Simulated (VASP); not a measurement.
**Zn: single point with BLYP**

Zn:

```
CELL_PARAMETERS angstrom
-2.92813 2.59820 1.34926
2.59820 -2.92813 1.34926
3.07233 3.07233 -1.95351
ATOMIC_POSITIONS crystal
Zn 0.98564 0.01436 0.00000
Zn 0.76436 0.23564 0.50000
```

This cell differs from its parent crystal: volume scaled by 1.12.

```
Program             : VASP 6.6.1
Task                : single point
Functional          : BLYP
Potentials or basis : VASP PAW PBE potentials, release 64 (Zn)
Cutoff              : 520 eV
k mesh              : 17 × 17 × 9
Occupations         : fermi-dirac, width 0.1 eV
Spin                : no spin polarisation
```

The pressure is -2.8 GPa, the largest force is 0.007 eV/Å and the band gap on the k mesh is zero (band 12 reaches 4.30 eV, above the bottom of band 13 at -0.53 eV).

Forces in eV/Å, atoms in the order of the input:
```
Zn   0.005 -0.005  0.000
Zn  -0.005  0.005  0.000
```

Stress tensor (GPa, compression positive):
```
-2.64 -0.17  0.06
-0.17 -2.64  0.06
 0.06  0.06 -3.16
```

Levels at points of the mesh, in eV from the Fermi level:
```csv
k point,band 10,band 11,band 12,band 13,band 14,band 15
"(0.00, 0.00, 0.00)",-6.80,-6.70,1.21,1.31,1.60,6.08
```

Run time: 14 min on 1 thread of Intel Xeon 8259CL, with other jobs on the host, peak memory 0.54 GiB.

Caveat: the PAW data sets were made with another functional, which shifts forces and pressure a little.
